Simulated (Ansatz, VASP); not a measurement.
## H2CClF: VASP beside Ansatz

```
H C Cl F
1.0
    11.20000    0.00000    0.00000
     0.00000   11.00000    0.00000
     0.00000    0.00000   11.70000
H C Cl F
2 1 1 1
Direct
  0.48917 0.58215 0.47734
  0.59914 0.48078 0.54309
  0.51261 0.48889 0.50046
  0.40086 0.43412 0.59683
  0.51297 0.41785 0.40317
```

Alike in both runs: task single point; functional PBE; dispersion D3(BJ); k mesh 1 × 1 × 1; occupations gaussian, width 0.01 eV; no spin polarisation.

|  | VASP | Ansatz |
| --- | --- | --- |
| version | VASP 6.6.1 | Ansatz 0.2.0 |
| potentials or method | VASP PAW PBE potentials, release 64 (H, C, Cl, F), cutoff 520 eV | scalar-relativistic, plane waves, PAW |
| valence electrons in the cell | 20 | 20 |

Ansatz gave:

* gap on the k mesh at the Fermi level (eV): 6.44
* rms of the force components (eV/Å): 0.138

What did VASP give for the same quantities?

gap on the k mesh at the Fermi level (eV): 6.48; rms of the force components (eV/Å): 0.133.

Atom by atom the forces differ by 0.143 eV/Å (rms over components). One of these differences is far larger than is usual between the two programs; its cause wasn't traced.
